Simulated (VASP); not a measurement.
# Mo (I4mm) in VASP: a series of runs

The runs below take Mo through single point, with PBEsol.

Program: VASP 6.6.1. These are calculated values, not measurements. Logs are shortened: lines on timing, memory, paths and dates and some standing lists are left out, and cuts for length are marked.

## Step 1: The cell of the first run

Symmetry: I4mm, No. 107, tetragonal system. The conventional cell has a = 6.284 Å, b = 6.284 Å, c = 6.284 Å, α = 90.00°, β = 90.00°, γ = 90.00°. Mo (site symmetry 4mm) has 14 Mo at 2.68 to 3.22 Å within 3.5 Å. Mo (site symmetry m) has 14 Mo at 2.68 to 3.14 Å within 3.5 Å. Within 3.6 Å of Mo (site symmetry 4mm) lie 14 Mo at 2.72 to 3.22 Å. Within 3.6 Å of Mo (site symmetry 2mm) lie 14 Mo at 2.72 to 3.14 Å.

## Step 2: Single point, PBEsol (atom 1 (Mo) moved +0.080 Å along Cartesian [1 0 0])

INCAR

```
PREC     = Accurate       # precision mode
ENCUT    = 520            # plane-wave cutoff, eV
EDIFF    = 1E-6           # SCF threshold, eV
ISMEAR   = 0              # smearing method
SIGMA    = 0.15           # smearing width, eV
LREAL    = False          # projectors in reciprocal space
LASPH    = True           # aspherical terms in the spheres
NELM     = 80             # most SCF steps
ALGO     = Fast           # electronic algorithm
ISIF     = 2              # what is computed and relaxed
LWAVE    = False          # write WAVECAR
LCHARG   = True           # write CHGCAR
GGA      = PS             # functional
LELF     = True           # ELF
LVHAR    = True         
NBANDS   = 66             # bands
```

KPOINTS

```
regular mesh
0
Gamma
  12 12 12
```

POSCAR

```
Mo
1.0
   -3.1420000000     -3.1420000000      3.1420000000
   -3.1420000000      3.1420000000     -3.1420000000
    3.1420000000     -3.1420000000     -3.1420000000
Mo
8
Direct
    0.4872692553      0.4872692553      0.5000000000
    0.0000000000      0.5000000000      0.5000000000
    0.5000000000      0.0000000000      0.5000000000
    0.0000000000      0.0000000000      0.5000000000
    0.5000000000      0.5000000000      0.0000000000
    0.0000000000      0.5000000000      0.0000000000
    0.5000000000      0.0000000000      0.0000000000
    0.0000000000      0.0000000000      0.0000000000
```

Potentials or basis: VASP PAW PBE potentials, release 64 (Mo_sv).

Started as:

```
cat potpaw_PBE.64/Mo_sv/POTCAR > POTCAR
mpirun -np 1 vasp_std > vasp.out
```

OUTCAR:

```text
PREC = Accurate
   ENCUT = 520
   EDIFF = 1E-6
   ISMEAR = 0
   LREAL = False
   LASPH = True
   NELM = 80
   ISIF = 2
   GGA = PS

 ion  position               nearest neighbor table
   1  0.487  0.487  0.500-   2 2.68   3 2.68   5 2.68   8 2.68   2 2.77   3 2.77   5 2.77   8 2.77
                             4 3.06   6 3.14   6 3.14   7 3.14   7 3.14   4 3.22
   2  0.000  0.500  0.500-   1 2.68   4 2.72   6 2.72   7 2.72   6 2.72   4 2.72   7 2.72   1 2.77
                             5 3.14   8 3.14   8 3.14   5 3.14   3 3.14   3 3.14
   3  0.500  0.000  0.500-   1 2.68   4 2.72   6 2.72   7 2.72   7 2.72   4 2.72   6 2.72   1 2.77
                             5 3.14   5 3.14   8 3.14   8 3.14   2 3.14   2 3.14
   4  0.000  0.000  0.500-   2 2.72   3 2.72   5 2.72   8 2.72   8 2.72   2 2.72   3 2.72   5 2.72
                             1 3.06   6 3.14   7 3.14   7 3.14   6 3.14   1 3.22
   5  0.500  0.500  0.000-   1 2.68   6 2.72   7 2.72   4 2.72   7 2.72   6 2.72   4 2.72   1 2.77
                             2 3.14   3 3.14   8 3.14   2 3.14   8 3.14   3 3.14
   6  0.000  0.500  0.000-   2 2.72   3 2.72   5 2.72   8 2.72   2 2.72   8 2.72   5 2.72   3 2.72
                             4 3.14   7 3.14   7 3.14   4 3.14   1 3.14   1 3.14
   7  0.500  0.000  0.000-   2 2.72   3 2.72   5 2.72   8 2.72   3 2.72   5 2.72   8 2.72   2 2.72
                             6 3.14   4 3.14   6 3.14   4 3.14   1 3.14   1 3.14
   8  0.000  0.000  0.000-   1 2.68   4 2.72   6 2.72   7 2.72   4 2.72   6 2.72   7 2.72   1 2.77
                             3 3.14   2 3.14   2 3.14   3 3.14   5 3.14   5 3.14

  LATTYP: Found a body centered cubic cell.
 ALAT       =     6.2840000000

  Lattice vectors:

 A1 = (  -3.1420000000,  -3.1420000000,   3.1420000000)
 A2 = (  -3.1420000000,   3.1420000000,  -3.1420000000)
 A3 = (   3.1420000000,  -3.1420000000,  -3.1420000000)

Analysis of symmetry for initial positions (statically):
=====================================================================
 Subroutine PRICEL returns:
 Original cell was already a primitive cell.

 Routine SETGRP: Setting up the symmetry group for a
 body centered cubic supercell.

 Subroutine GETGRP returns: Found  8 space group operations
 (whereof  2 operations were pure point group operations)
 out of a pool of 48 trial point group operations.

The static configuration has the point symmetry C_1h.
 The point group associated with its full space group is C_4v.

Analysis of symmetry for dynamics (positions and initial velocities):
=====================================================================
 Subroutine PRICEL returns:
 Original cell was already a primitive cell.

 Routine SETGRP: Setting up the symmetry group for a
 body centered cubic supercell.

 Subroutine GETGRP returns: Found  8 space group operations
 (whereof  2 operations were pure point group operations)
 out of a pool of 48 trial point group operations.

The dynamic configuration has the point symmetry C_1h.
 The point group associated with its full space group is C_4v.

 Subroutine INISYM returns: Found  8 space group operations
 (whereof  2 operations are pure point group operations),
 and found     1 'primitive' translations

----------------------------------------------------------------------------------------

                                     Primitive cell

  volume of cell :     124.0734

  direct lattice vectors                    reciprocal lattice vectors
    -3.142000000 -3.142000000  3.142000000    -0.159134309 -0.159134309  0.000000000
    -3.142000000  3.142000000 -3.142000000    -0.159134309  0.000000000 -0.159134309
     3.142000000 -3.142000000 -3.142000000     0.000000000 -0.159134309 -0.159134309

  length of vectors
     5.442103637  5.442103637  5.442103637     0.225049899  0.225049899  0.225049899

  position of ions in fractional coordinates (direct lattice)
     0.487269255  0.487269255  0.500000000
     0.000000000  0.500000000  0.500000000
     0.500000000  0.000000000  0.500000000
     0.000000000  0.000000000  0.500000000
     0.500000000  0.500000000  0.000000000
     0.000000000  0.500000000  0.000000000
     0.500000000  0.000000000  0.000000000
     0.000000000  0.000000000  0.000000000

  ion indices of the primitive-cell ions
   primitive index   ion index
                 1           1
                 2           2
                 3           3
                 4           4
                 5           5
                 6           6
                 7           7
                 8           8

----------------------------------------------------------------------------------------

 KPOINTS: regular mesh

Automatic generation of k-mesh.
 Grid dimensions read from file:
 generate k-points for:   12   12   12

 Generating k-lattice:

  Cartesian coordinates                     Fractional coordinates (reciprocal lattice)
    -0.013261192 -0.013261192  0.000000000     0.083333333  0.000000000  0.000000000
    -0.013261192  0.000000000 -0.013261192     0.000000000  0.083333333  0.000000000
     0.000000000 -0.013261192 -0.013261192     0.000000000  0.000000000  0.083333333

  Length of vectors
     0.018754158  0.018754158  0.018754158

  Shift w.r.t. Gamma in fractional coordinates (k-lattice)
     0.000000000  0.000000000  0.000000000

 Subroutine IBZKPT returns following result:
 ===========================================

 Found    163 irreducible k-points:

 Following reciprocal coordinates:
            Coordinates               Weight
  0.000000  0.000000  0.000000      1.000000
  0.083333  0.000000  0.000000      8.000000
  0.000000  0.000000  0.083333      4.000000
  0.166667  0.000000  0.000000      8.000000
  0.000000  0.000000  0.166667      4.000000
  0.250000  0.000000  0.000000      8.000000
[... 16 lines left out ...]
 -0.000000  0.333333  0.083333     16.000000
  0.083333 -0.000000  0.333333     16.000000
 [... further k-points ...]
   k-points           NKPTS =    163   k-points in BZ     NKDIM =    163   number of bands    NBANDS=     66
   number of dos      NEDOS =    301   number of ions     NIONS =      8
   total plane-waves  NPLWV =  64000
   dimension x,y,z NGX =    40 NGY =   40 NGZ =   40
   dimension x,y,z NGXF=    80 NGYF=   80 NGZF=   80
   ions per type =               8
   NGX,Y,Z   is equivalent  to a cutoff of  12.22, 12.22, 12.22 a.u.
   NGXF,Y,Z  is equivalent  to a cutoff of  24.44, 24.44, 24.44 a.u.
 SYSTEM =  unknown system
   PREC   = accura    normal or accurate (medium, high low for compatibility)
   ISTART =      0    job   : 0-new  1-cont  2-samecut
   ICHARG =      2    charge: 1-file 2-atom 10-const
   ISPIN  =      1    spin polarized calculation?
   LNONCOLLINEAR =      F non collinear calculations
   LSORBIT =      F    spin-orbit coupling
   LASPH  =      T    aspherical Exc in radial PAW
   ENCUT  =  520.0 eV  38.22 Ry    6.18 a.u.  10.12 10.12 10.12*2*pi/ulx,y,z
   NELM   =     80;   NELMIN=  2; NELMDL= -5     # of ELM steps
   EDIFF  = 0.1E-05   stopping-criterion for ELM
   LREAL  =      F    real-space projection
   EDIFFG = 0.1E-04   stopping-criterion for IOM
   NSW    =      0    number of steps for IOM
   IBRION =     -1    ionic relax: 0-MD 1-quasi-New 2-CG
   NFREE  =      0    steps in history (QN), initial steepest desc. (CG)
   ISIF   =      2    stress and relaxation
   ISYM   =      2    0-nonsym 1-usesym 2-fastsym
   POTIM  = 0.5000    time-step for ionic-motion
   TEBEG  =    0.0;   TEEND  =   0.0 temperature during run
   PSTRESS=    0.0 pullay stress
   NELECT =     112.0000    total number of electrons
   NUPDOWN=      -1.0000    fix difference up-down
   EMIN   =  10.00;   EMAX   =-10.00  energy-range for DOS
   EFERMI =   0.00;   METHOD = LEGACY
   ISMEAR =     0;   SIGMA  =   0.15  broadening in eV -4-tet -1-fermi 0-gaus
   EFERMI_NEDOS =   21; number of points for ismear=-14 and -15
   IALGO  =     68    algorithm
   IMIX   =      4    mixing-type and parameters
     AMIX     =   0.40;   BMIX     =  1.00
     AMIX_MAG =   1.60;   BMIX_MAG =  1.00
  volume/ion in A,a.u.               =      15.51       104.66
  Fermi-wavevector in a.u.,A,eV,Ry     =   1.582176  2.989878 34.059184  2.503279
  Thomas-Fermi vector in A             =   2.682139
   LORBIT       =      0    0 simple, 1 ext, 2 COOP (PROOUT), +10 PAW based schemes
   GGA     = PS    functional components
   LHFCALC =     F    Hartree Fock is set to
   AEXX    =    0.0000 exact exchange contribution
   IVDW    =     0    specifies the selected vdW correction
   LEPSILON=     F    determine dielectric tensor
   LRPA    =     F    only Hartree local field effects (RPA)
 non-spin polarized calculation
 RMM-DIIS sequential band-by-band and
 Gauss-broadening in eV      SIGMA  =   0.15
  energy-cutoff  :      520.00
  volume of cell :      124.07
 maximum number of plane-waves:      3370
   NGX = 21   NGY = 21   NGZ = 21

 number of electron     112.0000000 magnetization

 Free energy of the ion-electron system (eV)
  ---------------------------------------------------
  ext. energy  EPLUGINS =         0.00000000
  ---------------------------------------------------
  free energy    TOTEN  =       -94.20347318 eV

  energy without entropy =      -94.14376739  energy(sigma->0) =      -94.17362028

 E-fermi :  12.6188     XC(G=0): -13.5723

 val. band max:       12.6172060013   @ k =  -0.4167   0.4167   0.0833
 cond. band min:      12.6199797487   @ k =   0.5000   0.1667  -0.4167
 fundamental gap:      0.0027737474
 Fermi energy:        12.6188100944

 k-point     1 :       0.0000    0.0000    0.0000
  band No.  band energies     occupation
      1     -48.6028      2.00000
      2     -48.3290      2.00000
      3     -48.3271      2.00000
      4     -48.3255      2.00000
      5     -48.3255      2.00000
      6     -48.3255      2.00000
[... 58 lines left out ...]
     65      14.9276      0.00000
     66      14.9283      0.00000

 k-point     2 :       0.0833    0.0000    0.0000
  band No.  band energies     occupation
      1     -48.5982      2.00000
      2     -48.3319      2.00000
      3     -48.3279      2.00000
      4     -48.3259      2.00000
      5     -48.3256      2.00000
      6     -48.3255      2.00000
[... 1576 lines left out ...]
     65      14.2153      0.00000
     66      14.4186      0.00000

 [... further k-points ...]

------------------------ aborting loop because EDIFF is reached ----------------------------------------

  FORCE on cell =-STRESS in cart. coord.  units (eV):
  Direction    XX          YY          ZZ          XY          YZ          ZX
  --------------------------------------------------------------------------------------
  -------------------------------------------------------------------------------------
  Total       -1.8240156     -2.0307692     -2.0307692     -0.0000000      0.0000000      0.0000000
  in kB      -23.5537797    -26.2236189    -26.2236189     -0.0000000      0.0000000      0.0000000
  external PRESSURE =     -25.3336725 kB  Pullay stress =       0.0000000 kB

 VOLUME and BASIS-vectors are now :
 -----------------------------------------------------------------------------
  energy-cutoff  :      520.00
  volume of cell :      124.07
      direct lattice vectors                 reciprocal lattice vectors
    -3.142000000 -3.142000000  3.142000000    -0.159134309 -0.159134309  0.000000000
    -3.142000000  3.142000000 -3.142000000    -0.159134309  0.000000000 -0.159134309
     3.142000000 -3.142000000 -3.142000000     0.000000000 -0.159134309 -0.159134309

 POSITION                                       TOTAL-FORCE (eV/Angst)
 -----------------------------------------------------------------------------------
     -1.49100     -1.57100     -1.57100        -1.006311      0.000000      0.000000
      0.00000      0.00000     -3.14200         0.092934      0.115228     -0.115228
      0.00000     -3.14200      0.00000         0.092934     -0.115228      0.115228
      1.57100     -1.57100     -1.57100         0.507108      0.000000      0.000000
     -3.14200      0.00000      0.00000         0.092934     -0.115228     -0.115228
     -1.57100      1.57100     -1.57100         0.063734      0.000000      0.000000
     -1.57100     -1.57100      1.57100         0.063734      0.000000      0.000000
      0.00000      0.00000      0.00000         0.092934      0.115228      0.115228
 -----------------------------------------------------------------------------------
    total drift:                                0.000003     -0.000000     -0.000000

  FREE ENERGIE OF THE ION-ELECTRON SYSTEM (eV)
  ---------------------------------------------------
  free  energy   TOTEN  =       -94.2034731763 eV

  energy  without entropy=      -94.1437673933  energy(sigma->0) =      -94.17362028
```

Wall time 34 min (1 thread of Oxide Virtual Turin-like, shared host); peak memory 0.83 GiB.

What came out:

* Free energy: -94.2035 eV
* Pressure: -2.5 GPa
* Largest force: 1.006 eV/Å
* Band gap on the k mesh: zero (bands 56 and 57 overlap by 2.26 eV)

Forces in eV/Å, atoms in the order of the input:
```
Mo  -1.006  0.000  0.000
Mo   0.093  0.115 -0.115
Mo   0.093 -0.115  0.115
Mo   0.507  0.000  0.000
Mo   0.093 -0.115 -0.115
Mo   0.064  0.000  0.000
Mo   0.064  0.000  0.000
Mo   0.093  0.115  0.115
```

Caveat: the cell differs from its parent crystal (atom 1 (Mo) moved +0.080 Å along Cartesian [1 0 0]); the PAW data sets were made with another functional, which shifts forces and pressure a little.

## Step 3: Single point, PBEsol (atom 1 (Mo) moved +0.100 Å along Cartesian [1 0 0])

INCAR

```
SYSTEM = Mo
ALGO = Fast
EDIFF = 1E-6
ENCUT = 520
GGA = PS
ISIF = 2
ISMEAR = 0
LASPH = .True.
LCHARG = .False.
LREAL = .False.
LWAVE = .False.
NBANDS = 66
NELM = 80
PREC = Accurate
SIGMA = 0.15
```

KPOINTS

```
k-points
0
Gamma
  12 12 12
  0 0 0
```

POSCAR: that of step 2 with these lines changed.

```diff
@@ -8,3 +8,3 @@
 Direct
-    0.4872692553      0.4872692553      0.5000000000
+    0.4840865691      0.4840865691      0.5000000000
     0.0000000000      0.5000000000      0.5000000000
```

Potentials or basis: VASP PAW PBE potentials, release 64 (Mo_sv).

Started as:

```
cat potpaw_PBE.64/Mo_sv/POTCAR > POTCAR
mpirun -np 1 vasp_std > vasp.out
```

It took 39 min on 1 thread of Oxide Virtual Turin-like, shared host; peak memory 0.84 GiB.

The run converged. Its results:

| Item | Value |
| --- | --- |
| Free energy | -94.1808 eV |
| Pressure | -2.4 GPa |
| Largest force | 1.262 eV/Å |
| Band gap on the k mesh | zero (bands 56 and 57 overlap by 2.26 eV) |

Forces in eV/Å, atoms in the order of the input:
```
Mo  -1.262  0.000  0.000
Mo   0.119  0.145 -0.145
Mo   0.119 -0.145  0.145
Mo   0.633  0.000  0.000
Mo   0.119 -0.145 -0.145
Mo   0.077  0.000  0.000
Mo   0.077  0.000  0.000
Mo   0.119  0.145  0.145
```

Stress tensor (GPa, compression positive):
```
-2.15  0.00  0.00
 0.00 -2.56  0.00
 0.00  0.00 -2.56
```

Levels at points of the mesh, in eV from the Fermi level:
```csv
k point,band 54,band 55,band 56,band 57,band 58,band 59
"(0.00, 0.00, 0.00)",1.57,1.61,1.61,1.61,1.65,1.66
"(0.50, 0.00, 0.00)",-1.49,-0.90,-0.73,0.23,0.30,0.95
"(0.00, 0.00, 0.50)",-1.61,-0.80,-0.79,0.25,0.28,1.05
"(0.50, 0.50, 0.50)",-0.65,-0.65,-0.65,-0.65,-0.65,-0.65
```

Caveat: the cell differs from its parent crystal (atom 1 (Mo) moved +0.100 Å along Cartesian [1 0 0]); the PAW data sets were made with another functional, which shifts forces and pressure a little.
